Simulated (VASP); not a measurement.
The system is CdGe2.

```
Cd Ge
1.0
     0.00000    4.05841    4.05841
     4.05841    0.00000    4.05841
     4.05841    4.05841    0.00000
Cd Ge
2 4
Direct
  0.50000 0.50000 0.50000
  0.75000 0.75000 0.75000
  0.12500 0.12500 0.12500
  0.62500 0.12500 0.12500
  0.12500 0.12500 0.62500
  0.12500 0.62500 0.12500
```

```yaml
Program: VASP 6.6.1
Task: relaxation of cell and atoms
Functional: PBE
Potentials_or_basis: VASP PAW PBE potentials, release 64 (Cd, Ge_d)
Cutoff: 600 eV
k_mesh: 8 × 8 × 8
Occupations: gaussian, width 0.1 eV
Spin: no spin polarisation
```

At the start: pressure -1.5 GPa; volume 22.28 Å³/atom.

Task: How do energy, volume and symmetry change on relaxing?

Result: Over 3 steps the energy falls by 2.9 meV/atom and the volume is 21.65 Å³/atom (-2.8 %); space group Fd-3m (No. 227, to 0.05 Å).

The path:
```tsv
step	energy change (eV)	largest force (eV/Å)	pressure (GPa)	volume (Å³)
1	0.0000	0.0000	-1.52	133.69
2	-0.0175	0.0000	0.09	129.65
3	-0.0176	0.0000	0.04	129.89
```

Final structure:
```
CELL_PARAMETERS angstrom
0.00000 4.01963 4.01963
4.01963 0.00000 4.01963
4.01963 4.01963 0.00000
ATOMIC_POSITIONS crystal
Cd 0.50000 0.50000 0.50000
Cd 0.75000 0.75000 0.75000
Ge 0.12500 0.12500 0.12500
Ge 0.62500 0.12500 0.12500
Ge 0.12500 0.12500 0.62500
Ge 0.12500 0.62500 0.12500
```
